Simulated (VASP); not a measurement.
# SnO2 (P4_2/mnm) in VASP: vibrations by perturbation theory with LDA

Aim: the vibrations by perturbation theory of SnO2 with LDA.

Program: VASP 6.6.1. These are calculated values, not measurements. Logs are shortened: lines on timing, memory, paths and dates and some standing lists are left out, and cuts for length are marked.

## Step 1: The cell of the first run

The structure is tetragonal, space group P4_2/mnm (No. 136). The conventional cell has a = 4.721 Å, b = 4.721 Å, c = 3.189 Å, α = 90.00°, β = 90.00°, γ = 90.00°. Sn (site symmetry mmm) has 6 O at 2.04 to 2.05 Å within 2.7 Å. O (site symmetry m2m) has 3 Sn at 2.04 to 2.05 Å and 1 O at 2.59 Å within 2.7 Å.

## Step 2: Vibrations by perturbation theory, LDA

INCAR reads:

```
PREC     = Accurate       # precision mode
ENCUT    = 520            # plane-wave cutoff, eV
EDIFF    = 1E-8           # SCF threshold, eV
ISMEAR   = 0              # smearing method
SIGMA    = 0.01           # smearing width, eV
LREAL    = F              # projectors in reciprocal space
LASPH    = T              # aspherical terms in the spheres
NELM     = 60             # most SCF steps
ALGO     = Normal         # electronic algorithm
ISIF     = 2              # what is computed and relaxed
LWAVE    = F              # write WAVECAR
LCHARG   = F              # write CHGCAR
NBANDS   = 35             # bands
IBRION   = 8              # ionic algorithm
NSW      = 1              # ionic steps
LEPSILON = T              # dielectric tensor by DFPT
```

KPOINTS reads:

```
Automatic mesh
0
Gamma
  6 6 8
```

POSCAR reads:

```
SnO2
1.0
    4.7205124221      0.0000000000      0.0000000000
    0.0000000000      4.7205124221      0.0000000000
    0.0000000000      0.0000000000      3.1886207677
Sn O
2 4
Direct
    0.0000000000      0.0000000000      0.0000000000
    0.5000000000      0.5000000000      0.5000000000
    0.3060892151      0.3060892151      0.0000000000
    0.1939107849      0.8060892151      0.5000000000
    0.6939107849      0.6939107849      0.0000000000
    0.8060892151      0.1939107849      0.5000000000
```

Potentials or basis: VASP PAW LDA potentials, release 64 (Sn_d, O).

On the command line:

```
cat potpaw_LDA.64/Sn_d/POTCAR potpaw_LDA.64/O/POTCAR > POTCAR
mpirun -np 1 vasp_std > vasp.out
```

OUTCAR:

```text
PREC = Accurate
   ENCUT = 520
   EDIFF = 1E-8
   ISMEAR = 0
   LREAL = F
   LASPH = T
   NELM = 60
   ISIF = 2
   IBRION = 8
   NSW = 1
   LEPSILON = T

 ion  position               nearest neighbor table
   1  0.000  0.000  0.000-   3 2.04   5 2.04   4 2.05   6 2.05   4 2.05   6 2.05   2 3.70   2 3.70
                             2 3.70   2 3.70   2 3.70   2 3.70   2 3.70   2 3.70
   2  0.500  0.500  0.500-   4 2.04   6 2.04   5 2.05   3 2.05   3 2.05   5 2.05   1 3.70   1 3.70
                             1 3.70   1 3.70   1 3.70   1 3.70   1 3.70   1 3.70
   3  0.306  0.306  0.000-   1 2.04   2 2.05   2 2.05
   4  0.194  0.806  0.500-   2 2.04   1 2.05   1 2.05
   5  0.694  0.694  0.000-   1 2.04   2 2.05   2 2.05
   6  0.806  0.194  0.500-   2 2.04   1 2.05   1 2.05

  LATTYP: Found a simple tetragonal cell.
 ALAT       =     4.7205124221
 C/A-ratio  =     0.6754819144

  Lattice vectors:

 A1 = (   4.7205124221,   0.0000000000,   0.0000000000)
 A2 = (   0.0000000000,   4.7205124221,   0.0000000000)
 A3 = (   0.0000000000,   0.0000000000,   3.1886207677)

Analysis of symmetry for initial positions (statically):
=====================================================================
 Subroutine PRICEL returns:
 Original cell was already a primitive cell.

 Routine SETGRP: Setting up the symmetry group for a
 simple tetragonal supercell.

 Subroutine GETGRP returns: Found 16 space group operations
 (whereof  8 operations were pure point group operations)
 out of a pool of 16 trial point group operations.

The static configuration has the point symmetry D_2h.
 The point group associated with its full space group is D_4h.

Analysis of symmetry for dynamics (positions and initial velocities):
=====================================================================
 Subroutine PRICEL returns:
 Original cell was already a primitive cell.

 Routine SETGRP: Setting up the symmetry group for a
 simple tetragonal supercell.

 Subroutine GETGRP returns: Found 16 space group operations
 (whereof  8 operations were pure point group operations)
 out of a pool of 16 trial point group operations.

The dynamic configuration has the point symmetry D_2h.
 The point group associated with its full space group is D_4h.

 Subroutine INISYM returns: Found 16 space group operations
 (whereof  8 operations are pure point group operations),
 and found     1 'primitive' translations

[... 1169 lines left out ...]
          XX          YY          ZZ          XY          YZ          ZX
  --------------------------------------------------------------------------------
  x     0.00000     0.00000     0.00000     0.00000     0.00000     0.00000
  y     0.00000     0.00000     0.00000     0.00000     0.00000     0.00000
  z     0.00000     0.00000     0.00000     0.00000     0.00000     0.00000

 PIEZOELECTRIC TENSOR (including local field effects)  for field in x, y, z        (C/m^2)
          XX          YY          ZZ          XY          YZ          ZX
  --------------------------------------------------------------------------------
  x     0.00000     0.00000     0.00000     0.00000     0.00000     0.00000
  y     0.00000     0.00000     0.00000     0.00000     0.00000     0.00000
  z     0.00000     0.00000     0.00000     0.00000     0.00000     0.00000

 BORN EFFECTIVE CHARGES (including local field effects) (in |e|, cummulative output)
 ---------------------------------------------------------------------------------
 ion    1
    1     4.06905     0.42532     0.00000
    2     0.42532     4.06905     0.00000
    3     0.00000     0.00000     4.45733
 ion    2
    1     4.06905    -0.42532     0.00000
    2    -0.42532     4.06905     0.00000
    3     0.00000     0.00000     4.45733
 ion    3
    1    -2.03453    -0.68649     0.00000
    2    -0.68649    -2.03453     0.00000
    3     0.00000     0.00000    -2.22866
 ion    4
    1    -2.03453     0.68649     0.00000
    2     0.68649    -2.03453     0.00000
    3     0.00000     0.00000    -2.22866
 ion    5
    1    -2.03453    -0.68649     0.00000
    2    -0.68649    -2.03453     0.00000
    3     0.00000     0.00000    -2.22866
 ion    6
    1    -2.03453     0.68649     0.00000
    2     0.68649    -2.03453     0.00000
    3     0.00000     0.00000    -2.22866

 INTERNAL STRAIN TENSOR FOR ION    6 for displacements in x,y,z  (eV/Angst):
          X           Y           Z          XY          YZ          ZX
  --------------------------------------------------------------------------------
  x     1.32908     0.45321     5.54966     2.36711     0.00000     0.00000
  y    -0.45321    -1.32908    -5.54966    -2.37495     0.00000     0.00000
  z     0.00000     0.00000     0.00000     0.00000    -5.65343     6.20224

 SECOND DERIVATIVES (NOT SYMMETRIZED)
 ------------------------------------
               1X          1Y          1Z          2X          2Y          2Z          3X          3Y          3Z          4X          4Y          4Z          5X          5Y          5Z          6X          6Y          6Z
  1X   -24.824860    0.125463    0.000000    9.338487   -0.008747    0.000000    3.023331    3.938085    0.000000    4.719855   -3.996443    0.000000    3.023331    3.938085    0.000000    4.719855   -3.996443    0.000000
  1Y     0.125463  -24.824860    0.000000   -0.008747    9.338487    0.000000    3.938085    3.023331    0.000000   -3.996443    4.719855    0.000000    3.938085    3.023331    0.000000   -3.996443    4.719855    0.000000
  1Z     0.000000    0.000000  -20.721036    0.000000    0.000000    0.234384    0.000000    0.000000    0.313502    0.000000    0.000000    9.929824    0.000000    0.000000    0.313502    0.000000    0.000000    9.929824
  2X     9.338487    0.008747    0.000000  -24.824860   -0.125463    0.000000    4.719855    3.996443    0.000000    3.023331   -3.938085    0.000000    4.719855    3.996443    0.000000    3.023331   -3.938085    0.000000
  2Y     0.008747    9.338487    0.000000   -0.125463  -24.824860    0.000000    3.996443    4.719855    0.000000   -3.938085    3.023331    0.000000    3.996443    4.719855    0.000000   -3.938085    3.023331    0.000000
  2Z     0.000000    0.000000    0.234384    0.000000    0.000000  -20.721036    0.000000    0.000000    9.929824    0.000000    0.000000    0.313502    0.000000    0.000000    9.929824    0.000000    0.000000    0.313502
  3X     3.025812    3.941522    0.000000    4.715409    4.001905    0.000000  -13.869023  -10.251486    0.000000   -0.348738    0.484804    0.000000    2.537564    2.313556    0.000000    3.938977   -0.490301    0.000000
  3Y     3.941522    3.025812    0.000000    4.001905    4.715409    0.000000  -10.251486  -13.869023    0.000000   -0.490301    3.938977    0.000000    2.313556    2.537564    0.000000    0.484804   -0.348738    0.000000
  3Z     0.000000    0.000000    0.296624    0.000000    0.000000    9.924788    0.000000    0.000000  -13.477033    0.000000    0.000000    1.782380    0.000000    0.000000   -0.309139    0.000000    0.000000    1.782380
  4X     4.715409   -4.001905    0.000000    3.025812   -3.941522    0.000000   -0.348738   -0.484804    0.000000  -13.869023   10.251486    0.000000    3.938977    0.490301    0.000000    2.537564   -2.313556    0.000000
  4Y    -4.001905    4.715409    0.000000   -3.941522    3.025812    0.000000    0.490301    3.938977    0.000000   10.251486  -13.869023    0.000000   -0.484804   -0.348738    0.000000   -2.313556    2.537564    0.000000
  4Z     0.000000    0.000000    9.924788    0.000000    0.000000    0.296624    0.000000    0.000000    1.782380    0.000000    0.000000  -13.477033    0.000000    0.000000    1.782380    0.000000    0.000000   -0.309139
  5X     3.025812    3.941522    0.000000    4.715409    4.001905    0.000000    2.537564    2.313556    0.000000    3.938977   -0.490301    0.000000  -13.869023  -10.251486    0.000000   -0.348738    0.484804    0.000000
  5Y     3.941522    3.025812    0.000000    4.001905    4.715409    0.000000    2.313556    2.537564    0.000000    0.484804   -0.348738    0.000000  -10.251486  -13.869023    0.000000   -0.490301    3.938977    0.000000
  5Z     0.000000    0.000000    0.296624    0.000000    0.000000    9.924788    0.000000    0.000000   -0.309139    0.000000    0.000000    1.782380    0.000000    0.000000  -13.477033    0.000000    0.000000    1.782380
  6X     4.715409   -4.001905    0.000000    3.025812   -3.941522    0.000000    3.938977    0.490301    0.000000    2.537564   -2.313556    0.000000   -0.348738   -0.484804    0.000000  -13.869023   10.251486    0.000000
  6Y    -4.001905    4.715409    0.000000   -3.941522    3.025812    0.000000   -0.484804   -0.348738    0.000000   -2.313556    2.537564    0.000000    0.490301    3.938977    0.000000   10.251486  -13.869023    0.000000
  6Z     0.000000    0.000000    9.924788    0.000000    0.000000    0.296624    0.000000    0.000000    1.782380    0.000000    0.000000   -0.309139    0.000000    0.000000    1.782380    0.000000    0.000000  -13.477033

 Eigenvectors and eigenvalues of the dynamical matrix
 ----------------------------------------------------

   1 f  =   22.867696 THz   143.681971 2PiTHz  762.784229 cm-1    94.573149 meV
             X         Y         Z           dx          dy          dz
      0.000000  0.000000  0.000000     0.000000   -0.000000    0.000000
      2.360256  2.360256  1.594310    -0.000000   -0.000000   -0.000000
      1.444898  1.444898  0.000000     0.353553    0.353553   -0.000000
      0.915358  3.805154  1.594310     0.353553   -0.353553   -0.000000
      3.275614  3.275614  0.000000    -0.353553   -0.353553   -0.000000
      3.805154  0.915358  1.594310    -0.353553    0.353553    0.000000
[... 145 lines left out ...]
  18 f/i=    0.006171 THz     0.038771 2PiTHz    0.205827 cm-1     0.025519 meV
             X         Y         Z           dx          dy          dz
      0.000000  0.000000  0.000000     0.000000   -0.000000   -0.627421
      2.360256  2.360256  1.594310     0.000000   -0.000000   -0.627421
      1.444898  1.444898  0.000000     0.000000   -0.000000   -0.230590
      0.915358  3.805154  1.594310     0.000000   -0.000000   -0.230590
      3.275614  3.275614  0.000000     0.000000   -0.000000   -0.230590
      3.805154  0.915358  1.594310     0.000000   -0.000000   -0.230590

--------------------------------------------------------------------------------------------------------

 MACROSCOPIC STATIC DIELECTRIC TENSOR IONIC CONTRIBUTION
 ------------------------------------------------------
           8.395418    -0.000000     0.000000
          -0.000000     8.395418    -0.000000
           0.000000    -0.000000     4.943132
 ------------------------------------------------------

 ELASTIC MODULI CONTR FROM IONIC RELAXATION (kBar)
 Direction    XX          YY          ZZ          XY          YZ          ZX
 --------------------------------------------------------------------------------
 XX         -71.4506     59.3659    -37.6291      0.0000      0.0000      0.0000
 YY          59.3659    -71.4506    -37.6291     -0.0000     -0.0000     -0.0000
 ZZ         -37.6291    -37.6291   -234.3376     -0.0000     -0.0000      0.0000
 XY           0.0000     -0.0000     -0.0000    -29.6235      0.0000     -0.0000
 YZ           0.0000     -0.0000     -0.0000      0.0000   -218.9257     -0.0000
 ZX           0.0000     -0.0000      0.0000     -0.0000     -0.0000   -263.4938
 --------------------------------------------------------------------------------

 PIEZOELECTRIC TENSOR IONIC CONTR  for field in x, y, z        (C/m^2)
          XX          YY          ZZ          XY          YZ          ZX
  --------------------------------------------------------------------------------
  x     0.00000     0.00000     0.00000     0.00000     0.00000     0.00000
  y    -0.00000     0.00000     0.00000     0.00000     0.00000    -0.00000
  z     0.00000    -0.00000    -0.00000     0.00000     0.00000     0.00000
```

It took 57 min on 1 thread of Oxide Virtual Turin-like, shared host; peak memory 0.63 GiB.

What came out:

* Electronic dielectric tensor (diagonal): 4.32, 4.32, 4.62
* Born charges (mean of the diagonal): Sn +4.20; O -2.10 e
* Highest phonon frequency at Γ, LO-TO splitting left out: 763 cm⁻¹

Phonon frequencies in cm⁻¹ (negative: imaginary):
```tsv
q point	frequencies
(0.000, 0.000, 0.000)	0 0 0 95 147 223 223 283 283 349 470 473 473 567 607 607 635 763
```

Electronic dielectric tensor:
```
4.32 0.00 0.00
0.00 4.32 0.00
0.00 0.00 4.62
```

Born effective charge tensors (e):
atom 1, Sn
```
4.07 0.43 0.00
0.43 4.07 0.00
0.00 0.00 4.46
```
atom 2, Sn
```
 4.07 -0.43  0.00
-0.43  4.07  0.00
 0.00  0.00  4.46
```
atom 3, O
```
-2.03 -0.69  0.00
-0.69 -2.03  0.00
 0.00  0.00 -2.23
```
atom 4, O
```
-2.03  0.69  0.00
 0.69 -2.03  0.00
 0.00  0.00 -2.23
```
atom 5, O
```
-2.03 -0.69  0.00
-0.69 -2.03  0.00
 0.00  0.00 -2.23
```
atom 6, O
```
-2.03  0.69  0.00
 0.69 -2.03  0.00
 0.00  0.00 -2.23
```

Caveat: the cell stands under pressure or tension, which shifts response properties; spin-orbit coupling is left out, which moves the levels of the heavy elements.
